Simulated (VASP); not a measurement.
ScAl3As4:

```
Sc Al As
1.0
     7.55000    0.00000    0.00000
     0.00000    6.54000    0.00000
     0.00000    0.00000    6.20000
Sc Al As
2 6 8
Direct
  0.00000 0.83000 0.00000
  0.50000 0.17000 0.50000
  0.00000 0.15000 0.50000
  0.25000 0.67000 0.50000
  0.75000 0.67000 0.50000
  0.50000 0.85000 0.00000
  0.25000 0.33000 0.00000
  0.75000 0.33000 0.00000
  0.00000 0.83000 0.39000
  0.00000 0.15000 0.88000
  0.75500 0.67000 0.87000
  0.24500 0.67000 0.87000
  0.50000 0.17000 0.89000
  0.50000 0.85000 0.38000
  0.74500 0.33000 0.37000
  0.25500 0.33000 0.37000
```

```yaml
Program: VASP 6.6.1
Task: relaxation of cell and atoms
Functional: PBE
Potentials_or_basis: VASP PAW PBE potentials, release 64 (Sc_sv, Al, As)
Cutoff: 600 eV
k_mesh: 2 × 3 × 3
Occupations: gaussian, width 0.2 eV
Spin: no spin polarisation
```

At the start: pressure 30.5 GPa; volume 19.13 Å³/atom.

Task: Where does the relaxation end?

Result: Over 16 steps the energy falls by 553.2 meV/atom and the volume is 24.87 Å³/atom (+30.0 %); space group Pmn2_1 (No. 31, to 0.1 Å) before and after.

Step by step:
| step | energy change (eV) | largest force (eV/Å) | pressure (GPa) | volume (Å³) |
| --- | --- | --- | --- | --- |
| 1 | 0.0000 | 4.4454 | 30.48 | 306.14 |
| 2 | -5.2705 | 1.0463 | -8.41 | 497.30 |
| 3 | -8.5579 | 0.8428 | -0.51 | 403.35 |
| 4 | -8.5607 | 0.8398 | -0.19 | 401.23 |
| 5 | -8.5587 | 0.8361 | 0.14 | 399.16 |
| 6 | -8.7155 | 0.4412 | -0.09 | 399.63 |
| 7 | -8.7258 | 0.4877 | -0.12 | 399.78 |
| 8 | -8.7889 | 0.2981 | -0.06 | 398.86 |
| 9 | -8.8052 | 0.2225 | 0.03 | 398.08 |
| 10 | -8.8174 | 0.1272 | 0.00 | 398.25 |
| 11 | -8.8257 | 0.2249 | -0.04 | 398.57 |
| 12 | -8.8333 | 0.2068 | -0.03 | 398.52 |
| 13 | -8.8456 | 0.1550 | -0.02 | 398.36 |
| 14 | -8.8463 | 0.1441 | -0.02 | 398.30 |
| 15 | -8.8497 | 0.0859 | 0.01 | 398.16 |
| 16 | -8.8515 | 0.0275 | 0.04 | 397.99 |

Final structure:
```yaml
crystal:
  lattice:
    - [8.31155, 0.00000, 0.00000]
    - [0.00000, 7.15300, 0.00000]
    - [0.00000, 0.00000, 6.69422]
  atoms:
    - { symbol: Sc, position: [0.00000, 0.83534, 0.99519] }
    - { symbol: Sc, position: [0.50000, 0.16466, 0.49519] }
    - { symbol: Al, position: [0.00000, 0.17459, 0.50295] }
    - { symbol: Al, position: [0.24825, 0.66416, 0.50032] }
    - { symbol: Al, position: [0.75175, 0.66416, 0.50032] }
    - { symbol: Al, position: [0.50000, 0.82541, 0.00295] }
    - { symbol: Al, position: [0.25175, 0.33584, 0.00032] }
    - { symbol: Al, position: [0.74825, 0.33584, 0.00032] }
    - { symbol: As, position: [0.00000, 0.83964, 0.39414] }
    - { symbol: As, position: [0.00000, 0.18783, 0.87368] }
    - { symbol: As, position: [0.73853, 0.66039, 0.87169] }
    - { symbol: As, position: [0.26147, 0.66039, 0.87169] }
    - { symbol: As, position: [0.50000, 0.16036, 0.89414] }
    - { symbol: As, position: [0.50000, 0.81217, 0.37368] }
    - { symbol: As, position: [0.76147, 0.33961, 0.37169] }
    - { symbol: As, position: [0.23853, 0.33961, 0.37169] }
```

Caveat: the volume moved by over 15 % at a fixed basis, so the end points are rough.
